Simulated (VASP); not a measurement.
Set up this calculation in VASP 6.6.1, as the native input.

```yaml
Task: single point
Functional: PBE
Potentials_or_basis: VASP PAW PBE potentials, release 64 (Ba_sv, O)
Cutoff: 600 eV
k_mesh: 6 × 6 × 6
Occupations: gaussian, width 0.01 eV
Spin: no spin polarisation
Dipole_correction: no
Further_INCAR_settings: ALGO = Normal; EDIFF = 1e-06; NBANDS = 15
```

The structure of BaO lies in POSCAR:

```
BaO
1.0
    0.0000000000      2.7718674917      2.7718674917
    2.7718674917      0.0000000000      2.7718674917
    2.7718674917      2.7718674917      0.0000000000
Ba O
1 1
Direct
    0.0000000000      0.0000000000      0.0000000000
    0.5000000000      0.5000000000      0.5000000000
```

The input as run:

INCAR

```
PREC = Accurate
ENCUT = 600
EDIFF = 1E-6
ISMEAR = 0
SIGMA = 0.01
LREAL = False
LASPH = True
NELM = 120
ALGO = Normal
ISIF = 2
LWAVE = False
LCHARG = False
GGA = PE
NBANDS = 15
GGA_COMPAT = False
```

KPOINTS

```
Automatic mesh
0
Gamma
  6 6 6
```

Potentials or basis: VASP PAW PBE potentials, release 64 (Ba_sv, O).

Run with:

```sh
$ cat potpaw_PBE.64/Ba_sv/POTCAR potpaw_PBE.64/O/POTCAR > POTCAR
$ mpirun -np 1 vasp_std > vasp.out
```

Results of the run:

- Pressure: 2.8 GPa
- Band gap on the k mesh: 1.98 eV

Caveat: spin-orbit coupling is left out, which moves the levels of the heavy elements.

Run time: 18 s on 1 thread of Intel(R) Xeon(R) Platinum 8375C CPU @ 2.90GHz (Ice Lake), with other jobs on the host, peak memory 0.18 GiB.
